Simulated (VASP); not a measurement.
Set up this calculation in VASP 6.6.1, as the native input.

| Item | Value |
| --- | --- |
| Task | single point |
| Functional | r2SCAN |
| Potentials or basis | VASP PAW PBE potentials, release 64 (Ta_pv) |
| Cutoff | 520 eV |
| k mesh | 18 × 18 × 18 |
| Occupations | gaussian, width 0.1 eV |
| Spin | no spin polarisation |
| Dipole correction | no |
| Further INCAR settings | ALGO = Normal; EDIFF = 1e-07; NBANDS = 12 |

The system is Ta.

```
Ta
1.0
    -1.63560    1.63560    1.63560
     1.63560   -1.63560    1.63560
     1.63560    1.63560   -1.63560
Ta
1
Direct
  0.00000 0.00000 0.00000
```

One way to write it, as run:

POSCAR

```
Ta
1.0
   -1.6355957559      1.6355957559      1.6355957559
    1.6355957559     -1.6355957559      1.6355957559
    1.6355957559      1.6355957559     -1.6355957559
Ta
1
Direct
    0.0000000000      0.0000000000      0.0000000000
```

INCAR.step1

```
  ALGO = Normal
  EDIFF = 1E-4
  ENCUT = 520
  GGA = PE
  ISMEAR = 0
  LASPH = T
  LCHARG = F
  LREAL = F
  LWAVE = T
  NBANDS = 12
  NELM = 100
  PREC = Accurate
  SIGMA = 0.1
```

INCAR.step2

```
  ALGO = Normal
  EDIFF = 1E-7
  ENCUT = 520
  ISIF = 2
  ISMEAR = 0
  ISTART = 1
  LASPH = T
  LCHARG = F
  LMIXTAU = T
  LREAL = F
  LWAVE = F
  METAGGA = R2SCAN
  NBANDS = 12
  NELM = 100
  PREC = Accurate
  SIGMA = 0.1
```

KPOINTS

```
k-points
0
Gamma
  18 18 18
```

Potentials or basis: VASP PAW PBE potentials, release 64 (Ta_pv).

Run with:

```bash
$ cat potpaw_PBE.64/Ta_pv/POTCAR > POTCAR
$ cp INCAR.step1 INCAR
$ mpirun -np 1 vasp_std > vasp.out
$ cp INCAR.step2 INCAR
$ mpirun -np 1 vasp_std > vasp.out
```

Results of the run:

| Property | Result |
| --- | --- |
| Pressure | 7.3 GPa |
| Band gap on the k mesh | zero (an odd number of electrons rules out a gap without spin polarisation) |

Caveat: the cell stands under pressure; the PAW data sets were made with another functional, which shifts forces and pressure a little; spin-orbit coupling is left out, which moves the levels of the heavy elements.

Wall time 2.2 min on 1 thread of Intel Xeon 8259CL, with other jobs on the host, peak memory 0.17 GiB.
